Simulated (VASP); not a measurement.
Crystal: NaF.

```
CELL_PARAMETERS angstrom
0.00000 2.53126 2.53126
2.53126 0.00000 2.53126
2.53126 2.53126 0.00000
ATOMIC_POSITIONS crystal
Na 0.00000 0.00000 0.00000
F 0.25000 0.25000 0.25000
```

Base run:

* Program: VASP 6.6.1
* Functional: HSE06
* Potentials or basis: VASP PAW PBE potentials, release 64 (Na_pv, F)
* Cutoff: 520 eV
* k mesh: 6 × 6 × 6
* Occupations: gaussian, width 0.01 eV
* Spin: no spin polarisation

Its results: band gap on the k mesh 7.64 eV; pressure 0.9 GPa.

Task: The run is repeated on the same cell with these changes: functional from HSE06 to r2SCAN. What comes out?

Result: Band gap on the k mesh 6.27 eV; pressure -0.3 GPa.

Caveats: the PAW data sets were made with another functional, which shifts forces and pressure a little.

